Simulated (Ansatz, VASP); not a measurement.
## One calculation of Co, two programs

```
CELL_PARAMETERS angstrom
2.52048 0.00000 0.00000
-1.26024 2.18280 0.00000
0.00000 0.00000 4.10001
ATOMIC_POSITIONS crystal
Co 0.66667 0.33333 0.75000
Co 0.33333 0.66667 0.25000
```

Alike in both runs: task single point; functional BLYP; dispersion D4; k mesh 12 × 12 × 7; occupations fermi-dirac, width 0.05 eV; collinear spin.

|  | VASP | Ansatz |
| --- | --- | --- |
| version | VASP 6.6.1 | Ansatz 0.2.0 |
| potentials or method | VASP PAW PBE potentials, release 64 (Co) | Ansatz PAW |
| plane-wave cutoff (eV) | 520 | 420 |
| valence electrons in the cell | 18 | 34 |

Ansatz gave:

```
gap on the k mesh at the Fermi level (eV)                     : none
pressure (GPa)                                                : -9.8
traceless stress, the component that is largest in VASP (GPa) : -1.76
net moment per atom (μB)                                      : 1.63
size of the moment on the site where the two differ most (μB) : 1.70
```

Task: Which values does VASP return?

Result: gap on the k mesh at the Fermi level (eV): none; pressure (GPa): -10.1; traceless stress, the component that is largest in VASP (GPa): -1.82; net moment per atom (μB): 1.62; size of the moment on the site where the two differ most (μB): 1.64.

VASP's potentials were made for PBE, not for BLYP. Site moments also hang on the region over which each program counts them. A gap of «none» marks a metal or a gap that the smearing closes. VASP's potentials hold 18 valence electrons a cell and Ansatz's 34, so a difference there can come from the potentials and not from the codes.
